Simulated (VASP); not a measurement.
# MgBe2SeO2: single point with PBE

MgBe2SeO2:

```
Mg Be Se O
1.0
     3.98279    0.00000    0.00000
    -1.99139    3.44920    0.00000
     0.00000    0.00000    5.70654
Mg Be Se O
1 2 1 2
Direct
  0.33333 0.66667 0.50000
  0.66667 0.33333 0.00000
  0.00000 0.00000 0.50000
  0.33333 0.66667 0.00000
  0.66667 0.33333 0.29562
  0.66667 0.33333 0.70438
```

| Quantity | Value |
| --- | --- |
| Program | VASP 6.6.1 |
| Task | single point |
| Functional | PBE |
| Potentials or basis | VASP PAW PBE potentials, release 64 (Mg, Be, Se, O) |
| Cutoff | 520 eV |
| k mesh | 6 × 6 × 4 |
| Occupations | gaussian, width 0.1 eV |
| Spin | no spin polarisation |
| Dipole correction | no |
| Further INCAR settings | ALGO = Normal; EDIFF = 1e-06; NBANDS = 21 |

```yaml
Pressure: 0.0 GPa
Largest_force: 0.031 eV/Å
Band_gap_on_the_k_mesh: zero (band 12 reaches 3.68 eV, above the bottom of band 13 at 2.69 eV)
```

Forces in eV/Å, atoms in the order of the input:
```
Mg   0.000  0.000  0.000
Be   0.000  0.000  0.000
Be   0.000  0.000  0.000
Se   0.000  0.000  0.000
O    0.000  0.000  0.031
O    0.000  0.000 -0.031
```

Stress tensor (GPa, compression positive):
```
-0.08  0.00  0.00
 0.00 -0.08  0.00
 0.00  0.00  0.08
```

Levels at points of the mesh, in eV from the Fermi level:
| k point | band 8 | band 9 | band 10 | band 11 | band 12 | band 13 | band 14 | band 15 | band 16 | band 17 |
| --- | --- | --- | --- | --- | --- | --- | --- | --- | --- | --- |
| (0.00, 0.00, 0.00) | -2.31 | -2.31 | -1.76 | -1.54 | -0.83 | -0.83 | 2.51 | 2.51 | 3.92 | 5.25 |
| (0.50, 0.00, 0.00) | -2.54 | -2.42 | -2.40 | -0.98 | -0.29 | 0.35 | 1.53 | 3.07 | 3.38 | 4.92 |
| (0.00, 0.00, 0.50) | -3.20 | -3.20 | -2.22 | -0.34 | -0.34 | 0.83 | 1.95 | 2.09 | 2.09 | 5.81 |
| (0.50, 0.00, 0.50) | -3.84 | -2.80 | -1.71 | -0.51 | -0.25 | 0.97 | 1.60 | 3.12 | 3.71 | 5.45 |

Run time: 19 s on 1 thread of AMD EPYC 9R45 96-Core Processor (Zen 5) (shared host), peak memory 0.18 GiB.
